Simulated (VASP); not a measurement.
TbBeC, 3 atoms in the cell. Symmetry: P-6m2, No. 187, hexagonal system. The conventional cell has a = 4.040 Å, b = 4.040 Å, c = 3.373 Å, α = 90.00°, β = 90.00°, γ = 120.00°. Tb (site symmetry -6m2) has 6 Be at 2.88 Å and 6 C at 2.88 Å and 2 Tb at 3.37 Å within 3.8 Å. Be (site symmetry -6m2) has 3 C at 2.33 Å and 6 Tb at 2.88 Å within 3.1 Å. Within 3.1 Å of C (site symmetry -6m2) lie 3 Be at 2.33 Å and 6 Tb at 2.88 Å. The cell was generated, and may not be a known phase.

* Program: VASP 6.6.1
* Task: single point
* Functional: PBE
* Potentials or basis: VASP PAW PBE potentials, release 64 (Tb_3, Be, C), 4f in core
* Cutoff: 600 eV
* k mesh: 6 × 6 × 6
* Occupations: gaussian, width 0.1 eV
* Spin: no spin polarisation
* Dipole correction: no
* Further INCAR settings: ALGO = Normal; EDIFF = 1e-06; NBANDS = 14

Potentials or basis: VASP PAW PBE potentials, release 64 (Tb_3, Be, C), 4f in core.

Launch:

```sh
$ cat potpaw_PBE.64/Tb_3/POTCAR potpaw_PBE.64/Be/POTCAR potpaw_PBE.64/C/POTCAR > POTCAR
$ mpirun -np 1 vasp_std > vasp.out
```

Hardware: 1 thread of AMD EPYC 9R45 96-Core Processor (Zen 5) (shared host).

Task: Estimate the wall time of this run.

Result: Run time: 12 s on 1 thread of AMD EPYC 9R45 96-Core Processor (Zen 5), with other jobs on the host, peak memory 0.16 GiB. Counts: scf iterations 13, k points 28.
